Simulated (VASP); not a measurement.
A run of VASP 6.6.1 is set up as follows.

Contents of INCAR:

```
PREC = Accurate
ENCUT = 520
EDIFF = 1E-6
ISMEAR = 0
SIGMA = 0.02
LREAL = False
LASPH = True
NELM = 100
ALGO = Normal
ISIF = 2
LWAVE = False
LCHARG = False
GGA = PS
NBANDS = 36
```

File KPOINTS:

```
Automatic mesh
0
Gamma
  6 5 22
```

File POSCAR:

```
GaN
1.0
    5.6579528208      0.0000000000      0.0000002777
    0.0000000000      8.0015536144      0.0000060613
    0.9429922124      2.6671857049      1.5688173154
Ga N
3 3
Direct
    0.3316580056      0.6658290804      0.0000002285
    0.6649913389      0.3324957470      0.0000002285
   -0.0016753278     -0.0008375863      0.0000002285
    0.3350086611      0.4175042530     -0.0000002285
    0.6683419944      0.0841709196     -0.0000002285
    0.0016753278      0.7508375863     -0.0000002285
```

Potentials or basis: VASP PAW PBE potentials, release 64 (Ga_d, N).

The run is started by

```sh
$ cat potpaw_PBE.64/Ga_d/POTCAR potpaw_PBE.64/N/POTCAR > POTCAR
$ mpirun -np 1 vasp_std > vasp.out
```

Q: Predict the pressure.

A: -7.0 GPa.

Q: What does it give for the band gap on the k mesh?

A: 1.27 eV.

Forces on the atoms (eV/Å):
```
Ga   0.003  0.003  0.000
Ga   0.003  0.003  0.000
Ga   0.003  0.003  0.000
N   -0.003 -0.003  0.000
N   -0.003 -0.003  0.000
N   -0.003 -0.003  0.000
```

Caveat: the cell stands under tension; the PAW data sets were made with another functional, which shifts forces and pressure a little.
